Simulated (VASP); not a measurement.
Set up this calculation in VASP 6.6.1, as the native input.

```yaml
Task: single point
Functional: LDA
Potentials_or_basis: VASP PAW LDA potentials, release 64 (Si, W_sv)
Cutoff: 520 eV
k_mesh: 9 × 9 × 6
Occupations: gaussian, width 0.03 eV
Spin: no spin polarisation
Dipole_correction: no
Further_INCAR_settings: ALGO = Normal; EDIFF = 1e-07; NBANDS = 43
```

The structure of Si2W lies in POSCAR:

```
Si2W
1.0
    4.5515367784      0.0000000000      0.0000000000
   -2.2757683892      3.9417464763      0.0000000000
    0.0000000000      0.0000000000      6.5670079528
Si W
6 3
Direct
    0.8044091907      0.6088183814      0.5000000000
    0.1955908093      0.8044091907      0.8333333333
    0.6088183814      0.8044091907      0.1666666667
    0.1955908093      0.3911816186      0.5000000000
    0.8044091907      0.1955908093      0.8333333333
    0.3911816186      0.1955908093      0.1666666667
    0.0000000000      0.5000000000      0.1666666667
    0.5000000000      0.5000000000      0.8333333333
    0.5000000000      0.0000000000      0.5000000000
```

This cell differs from its parent crystal: atoms shifted along a free coordinate, c/a of the conventional cell at fixed volume 1.4428.

One way to write it, as run:

INCAR

```
SYSTEM = Si2W
PREC = Accurate ; ENCUT = 520
EDIFF = 1E-7 ; ISMEAR = 0
SIGMA = 0.03 ; LREAL = .FALSE.
LASPH = .TRUE. ; NELM = 60
ALGO = Normal ; ISIF = 2
LWAVE = .FALSE. ; LCHARG = .FALSE.
GGA = CA ; NBANDS = 43
```

KPOINTS

```
regular mesh
0
G
  9 9 6
  0 0 0
```

Potentials or basis: VASP PAW LDA potentials, release 64 (Si, W_sv).

Launch:

```sh
$ cat potpaw_LDA.64/Si/POTCAR potpaw_LDA.64/W_sv/POTCAR > POTCAR
$ mpirun -np 1 vasp_std > vasp.out
```

Results of the run:

```json
{
  "Pressure": "11.2 GPa",
  "Largest force": "3.784 eV/Å",
  "Band gap on the k mesh": "0.53 eV (least direct gap 0.87 eV)"
}
```

Caveat: the cell stands under pressure; spin-orbit coupling is left out, which moves the levels of the heavy elements; an odd mesh through Γ misses points on the zone boundary, where band edges can lie; forces of over 1 eV/Å act on the atoms, so gaps and moduli don't describe the material at rest.

Wall time 2.6 min on 1 thread of AMD EPYC 9R45 96-Core Processor (Zen 5), on a shared host, peak memory 0.28 GiB.
